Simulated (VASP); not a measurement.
# BPd4: single point with PBE

Crystal: BPd4.

```
CELL_PARAMETERS angstrom
4.20139 0.00000 0.00000
0.00000 4.20139 0.00000
0.00000 0.00000 4.20139
ATOMIC_POSITIONS crystal
B 0.50000 0.50000 0.50000
Pd 0.23423 0.23423 0.23423
Pd 0.76577 0.76577 0.23423
Pd 0.76577 0.23423 0.76577
Pd 0.23423 0.76577 0.76577
```

```
Program             : VASP 6.6.1
Task                : single point
Functional          : PBE
Potentials or basis : VASP PAW PBE potentials, release 64 (B, Pd)
Cutoff              : 520 eV
k mesh              : 4 × 4 × 4
Occupations         : gaussian, width 0.1 eV
Spin                : no spin polarisation
```

- Pressure: 0.2 GPa
- Largest force: 0.049 eV/Å

Forces in eV/Å, atoms in the order of the input:
```
B    0.000  0.000  0.000
Pd  -0.028 -0.028 -0.028
Pd   0.028  0.028 -0.028
Pd   0.028 -0.028  0.028
Pd  -0.028  0.028  0.028
```

Levels at points of the mesh, in eV from the Fermi level:
```csv
k point,band 18,band 19,band 20,band 21,band 22,band 23,band 24,band 25,band 26,band 27
"(0.00, 0.00, 0.00)",-0.95,-0.85,-0.39,-0.39,-0.39,2.63,2.63,3.50,3.50,3.50
"(0.50, 0.00, 0.00)",-1.58,-1.46,-1.17,-0.65,-0.65,2.51,3.75,3.75,4.79,6.77
"(0.50, 0.50, 0.00)",-2.16,-1.51,-1.27,0.29,0.29,0.45,0.86,3.47,7.12,7.12
"(0.50, 0.50, 0.50)",-0.89,-0.89,-0.59,-0.59,0.00,0.00,0.00,3.37,3.37,3.37
```

Run time: 13 s on 1 thread of Intel(R) Xeon(R) Platinum 8488C (Sapphire Rapids), on a shared host, peak memory 0.18 GiB.

Caveat: the k points lie up to 0.37 Å⁻¹ apart.
